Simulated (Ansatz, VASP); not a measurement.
**GaP3 in VASP and in Ansatz**

INCAR

```
PREC = Accurate
ENCUT = 600
EDIFF = 1E-7
ISMEAR = 0
SIGMA = 0.1
LREAL = F
LASPH = T
NELM = 80
ALGO = Normal
ISIF = 3
LWAVE = F
LCHARG = F
GGA = PE
IBRION = 2
NSW = 100
EDIFFG = -0.01
```

The input KPOINTS:

```
regular mesh
0
Gamma
  10 10 14
```

POSCAR

```
GaP3
1.0
    4.4201380651      0.0000000000      0.0000000000
    0.0000000000      4.4201380651      0.0000000000
    0.0000000000      0.0000000000      3.1502790218
Ga P
1 3
Direct
    0.0000000000      0.0000000000      0.0000000000
    0.0000000000      0.5000000000      0.5000000000
    0.5000000000      0.0000000000      0.5000000000
    0.5000000000      0.5000000000      0.0000000000
```

Input for Ansatz:

```yaml
crystal:
  lattice:
    - [4.4201380651, 0.0, 0.0]
    - [0.0, 4.4201380651, 0.0]
    - [0.0, 0.0, 3.1502790218]
  atoms:
    - { symbol: Ga, position: [0.0, 0.0, 0.0] }
    - { symbol: P, position: [0.0, 0.5, 0.5] }
    - { symbol: P, position: [0.5, 0.0, 0.5] }
    - { symbol: P, position: [0.5, 0.5, 0.0] }
basis:
  ecutwfc: 420
kpoints:
  mp_grid: { grid: [10, 10, 14] }
hamiltonian:
  xc: pbe
scf:
  occupations: { method: gaussian, width: 0.1 }
output:
  forces: true
  stress: true
  eigenvalues: true
relax:
  adjacent_minimum: "off"
  f_tol: 0.01
  max_steps: 80
  cell: { stress_tol: 0.05 }
```

Alike in both runs: task relaxation of cell and atoms; functional PBE; k mesh 10 × 10 × 14; occupations gaussian, width 0.1 eV; no spin polarisation.

```csv
,VASP,Ansatz
version,VASP 6.6.1,Ansatz 0.2.0
potentials or method,"VASP PAW PBE potentials, release 64 (Ga_d, P), cutoff 600 eV","scalar-relativistic, plane waves, PAW"
valence electrons in the cell,28,28
```

Ansatz gave:

* gap on the k mesh at the Fermi level, each at its own relaxed structure (eV): none
* relaxed volume (Å³/atom): 15.35
* relaxed cell length with the largest relative difference (Å): 3.127

Q: Which values does VASP return?

A: gap on the k mesh at the Fermi level, each at its own relaxed structure (eV): none; relaxed volume (Å³/atom): 15.35; relaxed cell length with the largest relative difference (Å): 3.128.

A gap of «none» marks a metal or a gap that the smearing closes.
